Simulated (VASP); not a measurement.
# Na (Im-3m) in VASP: notebook

Na is run at these levels: LDA; tasks: single point.

Program: VASP 6.6.1. These are calculated values, not measurements. Logs are shortened: lines on timing, memory, paths and dates and some standing lists are left out, and cuts for length are marked.

## 1. The cell of the first run

The structure is cubic, space group Im-3m (No. 229). The conventional cell has a = 3.928 Å, b = 3.928 Å, c = 3.928 Å, α = 90.00°, β = 90.00°, γ = 90.00°. Na (site symmetry m-3m) has 14 Na at 3.40 to 3.93 Å within 4.5 Å.

## 2. Single point, LDA (30.31 Å³/atom)

Contents of INCAR:

```
SYSTEM = Na
PREC = Accurate
ENCUT = 500
EDIFF = 1E-6
ISMEAR = 0
SIGMA = 0.1
LREAL = .FALSE.
LASPH = .TRUE.
NELM = 120
ALGO = Normal
ISIF = 2
LWAVE = .FALSE.
LCHARG = .FALSE.
GGA = CA
NBANDS = 10
GGA_COMPAT = .FALSE.
```

Contents of KPOINTS:

```
regular mesh
0
G
  14 14 14
  0 0 0
```

Contents of POSCAR:

```
Na
1.0
   -1.9641678200      1.9641678200      1.9641678200
    1.9641678200     -1.9641678200      1.9641678200
    1.9641678200      1.9641678200     -1.9641678200
Na
1
Direct
    0.0000000000      0.0000000000      0.0000000000
```

Potentials or basis: VASP PAW LDA potentials, release 64 (Na_pv).

Run with:

```sh
> cat potpaw_LDA.64/Na_pv/POTCAR > POTCAR
> mpirun -np 1 vasp_std > vasp.out
```

OUTCAR:

```text
SYSTEM = Na
   PREC = Accurate
   ENCUT = 500
   EDIFF = 1E-6
   ISMEAR = 0
   LREAL = .FALSE.
   LASPH = .TRUE.
   NELM = 120
   ISIF = 2
   GGA = CA

 ion  position               nearest neighbor table
   1  0.000  0.000  0.000-

  LATTYP: Found a body centered cubic cell.
 ALAT       =     3.9283356400

  Lattice vectors:

 A1 = (  -1.9641678200,   1.9641678200,   1.9641678200)
 A2 = (   1.9641678200,  -1.9641678200,   1.9641678200)
 A3 = (   1.9641678200,   1.9641678200,  -1.9641678200)

Analysis of symmetry for initial positions (statically):
=====================================================================
 Subroutine PRICEL returns:
 Original cell was already a primitive cell.

 Routine SETGRP: Setting up the symmetry group for a
 body centered cubic supercell.

 Subroutine GETGRP returns: Found 48 space group operations
 (whereof 48 operations were pure point group operations)
 out of a pool of 48 trial point group operations.

The static configuration has the point symmetry O_h .

Analysis of symmetry for dynamics (positions and initial velocities):
=====================================================================
 Subroutine PRICEL returns:
 Original cell was already a primitive cell.

 Routine SETGRP: Setting up the symmetry group for a
 body centered cubic supercell.

 Subroutine GETGRP returns: Found 48 space group operations
 (whereof 48 operations were pure point group operations)
 out of a pool of 48 trial point group operations.

The dynamic configuration has the point symmetry O_h .

 Subroutine INISYM returns: Found 48 space group operations
 (whereof 48 operations are pure point group operations),
 and found     1 'primitive' translations

----------------------------------------------------------------------------------------

                                     Primitive cell

  volume of cell :      30.3107

  direct lattice vectors                    reciprocal lattice vectors
    -1.964167820  1.964167820  1.964167820     0.000000000  0.254560733  0.254560733
     1.964167820 -1.964167820  1.964167820     0.254560733  0.000000000  0.254560733
     1.964167820  1.964167820 -1.964167820     0.254560733  0.254560733  0.000000000

  length of vectors
     3.402038459  3.402038459  3.402038459     0.360003241  0.360003241  0.360003241

  position of ions in fractional coordinates (direct lattice)
     0.000000000  0.000000000  0.000000000

  ion indices of the primitive-cell ions
   primitive index   ion index
                 1           1

----------------------------------------------------------------------------------------

 KPOINTS: regular mesh

Automatic generation of k-mesh.
 Grid dimensions read from file:
 generate k-points for:   14   14   14

 Generating k-lattice:

  Cartesian coordinates                     Fractional coordinates (reciprocal lattice)
     0.000000000  0.018182910  0.018182910     0.071428571  0.000000000  0.000000000
     0.018182910  0.000000000  0.018182910     0.000000000  0.071428571  0.000000000
     0.018182910  0.018182910  0.000000000     0.000000000  0.000000000  0.071428571

  Length of vectors
     0.025714517  0.025714517  0.025714517

  Shift w.r.t. Gamma in fractional coordinates (k-lattice)
     0.000000000  0.000000000  0.000000000

 Subroutine IBZKPT returns following result:
 ===========================================

 Found    104 irreducible k-points:

 Following reciprocal coordinates:
            Coordinates               Weight
  0.000000  0.000000  0.000000      1.000000
  0.071429  0.000000  0.000000     12.000000
  0.142857  0.000000  0.000000     12.000000
  0.214286  0.000000  0.000000     12.000000
  0.285714  0.000000  0.000000     12.000000
  0.357143  0.000000  0.000000     12.000000
[... 16 lines left out ...]
  0.285714  0.285714  0.000000     24.000000
  0.357143  0.285714  0.000000     24.000000
 [... further k-points ...]
   k-points           NKPTS =    104   k-points in BZ     NKDIM =    104   number of bands    NBANDS=     10
   number of dos      NEDOS =    301   number of ions     NIONS =      1
   total plane-waves  NPLWV =  21952
   dimension x,y,z NGX =    28 NGY =   28 NGZ =   28
   dimension x,y,z NGXF=    56 NGYF=   56 NGZF=   56
   ions per type =               1
   NGX,Y,Z   is equivalent  to a cutoff of  13.68, 13.68, 13.68 a.u.
   NGXF,Y,Z  is equivalent  to a cutoff of  27.37, 27.37, 27.37 a.u.
 SYSTEM =  Na
   PREC   = accura    normal or accurate (medium, high low for compatibility)
   ISTART =      0    job   : 0-new  1-cont  2-samecut
   ICHARG =      2    charge: 1-file 2-atom 10-const
   ISPIN  =      1    spin polarized calculation?
   LNONCOLLINEAR =      F non collinear calculations
   LSORBIT =      F    spin-orbit coupling
   LASPH  =      T    aspherical Exc in radial PAW
   ENCUT  =  500.0 eV  36.75 Ry    6.06 a.u.   6.20  6.20  6.20*2*pi/ulx,y,z
   NELM   =    120;   NELMIN=  2; NELMDL= -5     # of ELM steps
   EDIFF  = 0.1E-05   stopping-criterion for ELM
   LREAL  =      F    real-space projection
   EDIFFG = 0.1E-04   stopping-criterion for IOM
   NSW    =      0    number of steps for IOM
   IBRION =     -1    ionic relax: 0-MD 1-quasi-New 2-CG
   NFREE  =      0    steps in history (QN), initial steepest desc. (CG)
   ISIF   =      2    stress and relaxation
   ISYM   =      2    0-nonsym 1-usesym 2-fastsym
   POTIM  = 0.5000    time-step for ionic-motion
   TEBEG  =    0.0;   TEEND  =   0.0 temperature during run
   PSTRESS=    0.0 pullay stress
   NELECT =       7.0000    total number of electrons
   NUPDOWN=      -1.0000    fix difference up-down
   EMIN   =  10.00;   EMAX   =-10.00  energy-range for DOS
   EFERMI =   0.00;   METHOD = LEGACY
   ISMEAR =     0;   SIGMA  =   0.10  broadening in eV -4-tet -1-fermi 0-gaus
   EFERMI_NEDOS =   21; number of points for ismear=-14 and -15
   IALGO  =     38    algorithm
   IMIX   =      4    mixing-type and parameters
     AMIX     =   0.40;   BMIX     =  1.00
     AMIX_MAG =   1.60;   BMIX_MAG =  1.00
  volume/ion in A,a.u.               =      30.31       204.55
  Fermi-wavevector in a.u.,A,eV,Ry     =   1.004405  1.898050 13.725961  1.008830
  Thomas-Fermi vector in A             =   2.137019
   LORBIT       =      0    0 simple, 1 ext, 2 COOP (PROOUT), +10 PAW based schemes
   GGA     = CA    functional components
   LHFCALC =     F    Hartree Fock is set to
   AEXX    =    0.0000 exact exchange contribution
   IVDW    =     0    specifies the selected vdW correction
   LEPSILON=     F    determine dielectric tensor
   LRPA    =     F    only Hartree local field effects (RPA)
 non-spin polarized calculation
 Gauss-broadening in eV      SIGMA  =   0.10
  energy-cutoff  :      500.00
  volume of cell :       30.31
 maximum number of plane-waves:       784
 NGX is ok and might be reduce to    28
   NGX = 13   NGY = 13   NGZ = 13

 number of electron       6.9999996 magnetization

 Free energy of the ion-electron system (eV)
  ---------------------------------------------------
  ext. energy  EPLUGINS =         0.00000000
  ---------------------------------------------------
  free energy    TOTEN  =        -1.44651186 eV

  energy without entropy =       -1.44366481  energy(sigma->0) =       -1.44508834

 E-fermi :   0.7573     XC(G=0):  -7.3199

 val. band max:        0.7289848985   @ k =  -0.3571   0.4286   0.1429
 cond. band min:       0.8199895478   @ k =   0.3571   0.0714   0.0714
 fundamental gap:      0.0910046493
 Fermi energy:         0.7572627188

 k-point     1 :       0.0000    0.0000    0.0000
  band No.  band energies     occupation
      1     -24.0219      2.00000
      2     -24.0219      2.00000
      3     -24.0219      2.00000
      4      -2.9484      2.00000
      5      13.7618      0.00000
      6      13.7618      0.00000
      7      13.7618      0.00000
      8      15.0090      0.00000
      9      15.0090      0.00000
     10      15.7702      0.00000

 k-point     2 :       0.0714    0.0000    0.0000
  band No.  band energies     occupation
      1     -24.0256      2.00000
      2     -24.0231      2.00000
      3     -24.0219      2.00000
      4      -2.8446      2.00000
      5      12.5422      0.00000
      6      13.1499      0.00000
      7      13.4663      0.00000
      8      14.2688      0.00000
      9      14.4159      0.00000
     10      16.2315      0.00000

 k-point     3 :       0.1429    0.0000    0.0000
  band No.  band energies     occupation
      1     -24.0359      2.00000
      2     -24.0264      2.00000
      3     -24.0219      2.00000
      4      -2.5347      2.00000
      5      10.4810      0.00000
      6      12.2055      0.00000
      7      12.8922      0.00000
      8      13.3714      0.00000
      9      14.1808      0.00000
     10      16.4088      0.00000

 k-point     4 :       0.2143    0.0000    0.0000
  band No.  band energies     occupation
      1     -24.0507      2.00000
      2     -24.0312      2.00000
      3     -24.0219      2.00000
      4      -2.0235      2.00000
      5       8.4794      0.00000
      6      11.3665      0.00000
      7      12.3310      0.00000
      8      12.6199      0.00000
      9      13.8106      0.00000
     10      16.6931      0.00000
[... 222 lines left out ...]
 k-point    22 :       0.3571    0.2143    0.0000
  band No.  band energies     occupation
      1     -24.0845      2.00000
      2     -24.0564      2.00000
      3     -24.0294      2.00000
      4       1.8223      0.00000
      5       3.2471      0.00000
      6       5.9817      0.00000
      7      10.1003      0.00000
      8      13.6047      0.00000
      9      16.0909      0.00000
     10      17.0331      0.00000

 k-point    23 :       0.2857    0.2857    0.0000
  band No.  band energies     occupation
      1     -24.0804      2.00000
      2     -24.0606      2.00000
      3     -24.0304      2.00000
      4       1.7465      0.00000
      5       4.0154      0.00000
      6       5.0388      0.00000
      7      10.0048      0.00000
      8      14.3124      0.00000
      9      15.3207      0.00000
     10      17.4926      0.00000

 k-point    24 :       0.3571    0.2857    0.0000
  band No.  band energies     occupation
      1     -24.0774      2.00000
      2     -24.0661      2.00000
      3     -24.0307      2.00000
      4       2.6790      0.00000
      5       3.1718      0.00000
      6       4.6959      0.00000
      7       9.9129      0.00000
      8      14.5264      0.00000
      9      15.5144      0.00000
     10      16.9893      0.00000

 [... further k-points ...]

------------------------ aborting loop because EDIFF is reached ----------------------------------------

  FORCE on cell =-STRESS in cart. coord.  units (eV):
  Direction    XX          YY          ZZ          XY          YZ          ZX
  --------------------------------------------------------------------------------------
  -------------------------------------------------------------------------------------
  Total        0.1808522      0.1808522      0.1808522      0.0000000      0.0000000      0.0000000
  in kB        9.5595750      9.5595750      9.5595750      0.0000000      0.0000000      0.0000000
  external PRESSURE =       9.5595750 kB  Pullay stress =       0.0000000 kB

 VOLUME and BASIS-vectors are now :
 -----------------------------------------------------------------------------
  energy-cutoff  :      500.00
  volume of cell :       30.31
      direct lattice vectors                 reciprocal lattice vectors
    -1.964167820  1.964167820  1.964167820     0.000000000  0.254560733  0.254560733
     1.964167820 -1.964167820  1.964167820     0.254560733  0.000000000  0.254560733
     1.964167820  1.964167820 -1.964167820     0.254560733  0.254560733  0.000000000

 POSITION                                       TOTAL-FORCE (eV/Angst)
 -----------------------------------------------------------------------------------
      0.00000      0.00000      0.00000         0.000000      0.000000     -0.000000
 -----------------------------------------------------------------------------------
    total drift:                                0.000000     -0.000000      0.000000

  FREE ENERGIE OF THE ION-ELECTRON SYSTEM (eV)
  ---------------------------------------------------
  free  energy   TOTEN  =        -1.4465118634 eV

  energy  without entropy=       -1.4436648090  energy(sigma->0) =       -1.44508834
```

Wall time 14 s (1 thread of AMD EPYC 7R13 (Zen 3), shared host); peak memory 0.11 GiB.

What came out:

```
Free energy            : -1.4465 eV
Pressure               : 1.0 GPa
Band gap on the k mesh : zero (an odd number of electrons rules out a gap without spin polarisation)
```

## 3. Single point, LDA (31.31 Å³/atom)

This run uses another cell than the first one, of 31.31 Å³/atom.

Contents of INCAR:

```
  ALGO = Normal
  EDIFF = 1E-6
  ENCUT = 500
  GGA_COMPAT = F
  ISIF = 2
  ISMEAR = 0
  LASPH = T
  LCHARG = F
  LREAL = F
  LWAVE = F
  NBANDS = 10
  NELM = 120
  PREC = Accurate
  SIGMA = 0.1
```

Contents of KPOINTS:

```
k-points
0
Gamma
  14 14 14
```

Contents of POSCAR:

```
Na
1.0
   -1.9855191430      1.9855191430      1.9855191430
    1.9855191430     -1.9855191430      1.9855191430
    1.9855191430      1.9855191430     -1.9855191430
Na
1
Direct
    0.0000000000      0.0000000000      0.0000000000
```

Potentials or basis: VASP PAW LDA potentials, release 64 (Na_pv).

Run with:

```sh
> cat potpaw_LDA.64/Na_pv/POTCAR > POTCAR
> mpirun -np 1 vasp_std > vasp.out
```

OUTCAR:

```text
EDIFF = 1E-6
   ENCUT = 500
   ISIF = 2
   ISMEAR = 0
   LASPH = T
   LREAL = F
   NELM = 120
   PREC = Accurate

 ion  position               nearest neighbor table
   1  0.000  0.000  0.000-

  LATTYP: Found a body centered cubic cell.
 ALAT       =     3.9710382860

  Lattice vectors:

 A1 = (  -1.9855191430,   1.9855191430,   1.9855191430)
 A2 = (   1.9855191430,  -1.9855191430,   1.9855191430)
 A3 = (   1.9855191430,   1.9855191430,  -1.9855191430)

Analysis of symmetry for initial positions (statically):
=====================================================================
 Subroutine PRICEL returns:
 Original cell was already a primitive cell.

 Routine SETGRP: Setting up the symmetry group for a
 body centered cubic supercell.

 Subroutine GETGRP returns: Found 48 space group operations
 (whereof 48 operations were pure point group operations)
 out of a pool of 48 trial point group operations.

The static configuration has the point symmetry O_h .

Analysis of symmetry for dynamics (positions and initial velocities):
=====================================================================
 Subroutine PRICEL returns:
 Original cell was already a primitive cell.

 Routine SETGRP: Setting up the symmetry group for a
 body centered cubic supercell.

 Subroutine GETGRP returns: Found 48 space group operations
 (whereof 48 operations were pure point group operations)
 out of a pool of 48 trial point group operations.

The dynamic configuration has the point symmetry O_h .

 Subroutine INISYM returns: Found 48 space group operations
 (whereof 48 operations are pure point group operations),
 and found     1 'primitive' translations

----------------------------------------------------------------------------------------

                                     Primitive cell

[... 110 lines left out ...]
  Fermi-wavevector in a.u.,A,eV,Ry     =   0.993604  1.877640 13.432343  0.987249
  Thomas-Fermi vector in A             =   2.125498
   LORBIT       =      0    0 simple, 1 ext, 2 COOP (PROOUT), +10 PAW based schemes
   GGA     = CA    functional components
   LHFCALC =     F    Hartree Fock is set to
   AEXX    =    0.0000 exact exchange contribution
   IVDW    =     0    specifies the selected vdW correction
   LEPSILON=     F    determine dielectric tensor
   LRPA    =     F    only Hartree local field effects (RPA)
 non-spin polarized calculation
 Gauss-broadening in eV      SIGMA  =   0.10
  energy-cutoff  :      500.00
  volume of cell :       31.31
 maximum number of plane-waves:       806
 NGX is ok and might be reduce to    28
   NGX = 13   NGY = 13   NGZ = 13

 number of electron       6.9999994 magnetization

 Free energy of the ion-electron system (eV)
  ---------------------------------------------------
  ext. energy  EPLUGINS =         0.00000000
  ---------------------------------------------------
  free energy    TOTEN  =        -1.45161214 eV

  energy without entropy =       -1.44873877  energy(sigma->0) =       -1.45017546

 E-fermi :   0.6468     XC(G=0):  -7.2206

 val. band max:        0.6186385685   @ k =  -0.3571   0.4286   0.1429
 cond. band min:       0.7080527894   @ k =   0.3571   0.0714   0.0714
 fundamental gap:      0.0894142209
 Fermi energy:         0.6467622054

 k-point     1 :       0.0000    0.0000    0.0000
  band No.  band energies     occupation
      1     -24.1503      2.00000
      2     -24.1503      2.00000
      3     -24.1503      2.00000
      4      -2.9825      2.00000
      5      13.4283      0.00000
      6      13.4283      0.00000
      7      13.4283      0.00000
      8      14.6500      0.00000
      9      14.6500      0.00000
     10      15.3924      0.00000
[... 287 lines left out ...]
 k-point    24 :       0.3571    0.2857    0.0000
  band No.  band energies     occupation
      1     -24.2002      2.00000
      2     -24.1900      2.00000
      3     -24.1583      2.00000
      4       2.5409      0.00000
      5       3.0170      0.00000
      6       4.4887      0.00000
      7       9.5957      0.00000
      8      14.1598      0.00000
      9      15.1323      0.00000
     10      16.5108      0.00000

 [... further k-points ...]

------------------------ aborting loop because EDIFF is reached ----------------------------------------

  FORCE on cell =-STRESS in cart. coord.  units (eV):
  Direction    XX          YY          ZZ          XY          YZ          ZX
  --------------------------------------------------------------------------------------
  -------------------------------------------------------------------------------------
  Total        0.1110893      0.1110893      0.1110893      0.0000000      0.0000000      0.0000000
  in kB        5.6846113      5.6846113      5.6846113      0.0000000      0.0000000      0.0000000
  external PRESSURE =       5.6846113 kB  Pullay stress =       0.0000000 kB

 VOLUME and BASIS-vectors are now :
 -----------------------------------------------------------------------------
  energy-cutoff  :      500.00
  volume of cell :       31.31
      direct lattice vectors                 reciprocal lattice vectors
    -1.985519143  1.985519143  1.985519143     0.000000000  0.251823309  0.251823309
     1.985519143 -1.985519143  1.985519143     0.251823309  0.000000000  0.251823309
     1.985519143  1.985519143 -1.985519143     0.251823309  0.251823309  0.000000000

 POSITION                                       TOTAL-FORCE (eV/Angst)
 -----------------------------------------------------------------------------------
      0.00000      0.00000      0.00000        -0.000000      0.000000      0.000000
 -----------------------------------------------------------------------------------
    total drift:                                0.000000      0.000000      0.000000

  FREE ENERGIE OF THE ION-ELECTRON SYSTEM (eV)
  ---------------------------------------------------
  free  energy   TOTEN  =        -1.4516121430 eV

  energy  without entropy=       -1.4487387692  energy(sigma->0) =       -1.45017546
```

It took 14 s on 1 thread of AMD EPYC 7R13 (Zen 3), shared host; peak memory 0.12 GiB.

What came out:

| Quantity | Value |
| --- | --- |
| Free energy | -1.4516 eV |
| Pressure | 0.6 GPa |
| Band gap on the k mesh | zero (an odd number of electrons rules out a gap without spin polarisation) |

Levels at points of the mesh, in eV from the Fermi level:
| k point | band 1 | band 2 | band 3 | band 4 | band 5 | band 6 |
| --- | --- | --- | --- | --- | --- | --- |
| (0.00, 0.00, 0.00) | -24.80 | -24.80 | -24.80 | -3.63 | 12.78 | 12.78 |
| (0.50, 0.00, 0.00) | -24.86 | -24.82 | -24.80 | 0.85 | 1.40 | 8.93 |
| (0.50, 0.50, 0.50) | -24.84 | -24.84 | -24.84 | 4.88 | 4.88 | 5.48 |

(Part 1 of 2 ends here.)
